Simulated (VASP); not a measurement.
Set up this calculation in VASP 6.6.1, as the native input.

| Item | Value |
| --- | --- |
| Task | electric field gradients |
| Functional | r2SCAN |
| Potentials or basis | VASP PAW PBE potentials, release 64 (Cs_sv) |
| Cutoff | 520 eV |
| k mesh | 9 × 9 × 9 |
| Occupations | fermi-dirac, width 0.03 eV |
| Spin | no spin polarisation |
| Dipole correction | no |
| Further INCAR settings | ALGO = Normal; EDIFF = 1e-08; NBANDS = 10 |

Crystal: Cs.

```xyz
1
Lattice="-3.0862 3.0862 3.0862 3.0862 -3.0862 3.0862 3.0862 3.0862 -3.0862" Properties=species:S:1:pos:R:3 pbc="T T T"
Cs    0.0000    0.0000    0.0000
```

One way to write it, as run:

POSCAR

```
Cs
1.0
   -3.0861833234      3.0861833234      3.0861833234
    3.0861833234     -3.0861833234      3.0861833234
    3.0861833234      3.0861833234     -3.0861833234
Cs
1
Direct
    0.0000000000      0.0000000000      0.0000000000
```

INCAR.step1

```
PREC     = Accurate       # precision mode
ENCUT    = 520            # plane-wave cutoff, eV
ISMEAR   = -1             # smearing method
SIGMA    = 0.03           # smearing width, eV
LREAL    = F              # projectors in reciprocal space
LASPH    = T              # aspherical terms in the spheres
NELM     = 80             # most SCF steps
NBANDS   = 10             # bands
GGA      = PE             # functional
ALGO     = Normal         # electronic algorithm
EDIFF    = 1E-4           # SCF threshold, eV
LWAVE    = T              # write WAVECAR
LCHARG   = F              # write CHGCAR
```

INCAR.step2

```
PREC     = Accurate       # precision mode
ENCUT    = 520            # plane-wave cutoff, eV
EDIFF    = 1E-8           # SCF threshold, eV
ISMEAR   = -1             # smearing method
SIGMA    = 0.03           # smearing width, eV
LREAL    = F              # projectors in reciprocal space
LASPH    = T              # aspherical terms in the spheres
NELM     = 80             # most SCF steps
ALGO     = Normal         # electronic algorithm
ISIF     = 2              # what is computed and relaxed
LWAVE    = F              # write WAVECAR
LCHARG   = F              # write CHGCAR
METAGGA  = R2SCAN         # meta-GGA
LMIXTAU  = T            
LEFG     = T            
NBANDS   = 10             # bands
ISTART   = 1
```

KPOINTS

```
regular mesh
0
Gamma
  9 9 9
```

Potentials or basis: VASP PAW PBE potentials, release 64 (Cs_sv).

Command:

```console
$ cat potpaw_PBE.64/Cs_sv/POTCAR > POTCAR
$ cp INCAR.step1 INCAR
$ mpirun -np 1 vasp_std > vasp.out
$ cp INCAR.step2 INCAR
$ mpirun -np 1 vasp_std > vasp.out
```

It gave:

```
Pressure                                : 0.1 GPa
Band gap on the k mesh                  : zero (an odd number of electrons rules out a gap without spin polarisation)
Largest electric field gradient by atom : under 0.05 V/Å² on every atom
```

Caveat: the PAW data sets were made with another functional, which shifts forces and pressure a little; spin-orbit coupling is left out, which moves the levels of the heavy elements.

Run time: 2.6 min on 1 thread of Intel(R) Xeon(R) Platinum 8375C CPU @ 2.90GHz (Ice Lake), with other jobs on the host, peak memory 0.27 GiB.
